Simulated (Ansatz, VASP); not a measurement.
Two plane-wave programs on B3Pd

```
B Pd
1.0
     3.87481    0.00000    0.00000
    -1.93741    3.35569    0.00000
     0.00000    0.00000    5.97812
B Pd
6 2
Direct
  0.00000 0.00000 0.25000
  0.00000 0.00000 0.75000
  0.33333 0.66667 0.61069
  0.66667 0.33333 0.11069
  0.33333 0.66667 0.88931
  0.66667 0.33333 0.38931
  0.33333 0.66667 0.25000
  0.66667 0.33333 0.75000
```

Change from the starting cell: species swapped into the Na3Sb type (P6_3/mmc, No. 194).

Alike in both runs: functional PBE; k mesh 5 × 5 × 3; occupations gaussian, width 0.2 eV; no spin polarisation.

Ansatz relaxed the structure, and its values are those at the end. VASP's run is a single point on that final structure, the one shown.

```csv
,VASP,Ansatz
version,VASP 6.6.1,Ansatz 0.2.0
potentials or method,"VASP PAW PBE potentials, release 64 (B, Pd), cutoff 500 eV","scalar-relativistic, plane waves, PAW"
valence electrons in the cell,38,54
```

```tsv
	VASP	Ansatz	Ansatz less VASP
gap on the k mesh at the Fermi level (eV)	none	none	-
pressure (GPa)	0.0	0.0	+0.04
rms of the force components (eV/Å)	0.005	0.001	-0.0036
```

A gap of «none» marks a metal or a gap that the smearing closes. VASP's potentials hold 38 valence electrons a cell and Ansatz's 54, so a difference there can come from the potentials and not from the codes.

The k mesh is coarse, so the values compare programs but aren't converged.
